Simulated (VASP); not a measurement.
**Zr: single point with LDA**

Crystal: Zr.

```xyz
2
Lattice="3.1472 0.0000 0.0000 -1.5736 2.7255 0.0000 0.0000 0.0000 5.0790" Properties=species:S:1:pos:R:3 pbc="T T T"
Zr    0.0000    1.8170    3.8092
Zr    1.5736    0.9085    1.2697
```

```json
{
  "Program": "VASP 6.6.1",
  "Task": "single point",
  "Functional": "LDA",
  "Potentials or basis": "VASP PAW LDA potentials, release 64 (Zr_sv)",
  "Cutoff": "520 eV",
  "k mesh": "16 × 16 × 8",
  "Occupations": "gaussian, width 0.05 eV",
  "Spin": "no spin polarisation",
  "Dipole correction": "no",
  "Further INCAR settings": "ALGO = Normal; EDIFF = 1e-06; NBANDS = 19"
}
```

- Pressure: 0.1 GPa
- Band gap on the k mesh: zero (bands 12 and 13 overlap by 1.34 eV)

Stress tensor (GPa, compression positive):
```
0.06 0.00 0.00
0.00 0.06 0.00
0.00 0.00 0.21
```

Levels at points of the mesh, in eV from the Fermi level:
```
           k point  band 10  band 11  band 12  band 13  band 14  band 15
(0.00, 0.00, 0.00)    -3.24     0.84     0.84     0.87     1.40     1.57
(0.50, 0.00, 0.00)    -2.62    -2.38     0.02     0.54     0.76     1.48
(0.00, 0.00, 0.50)    -4.00    -0.04    -0.04     0.76     0.76     0.76
(0.50, 0.00, 0.50)    -3.09    -1.26    -1.26     1.94     1.94     2.34
```

It took 47 s on 1 thread of AMD EPYC 9R45 96-Core Processor (Zen 5), with other jobs on the host, peak memory 0.18 GiB.
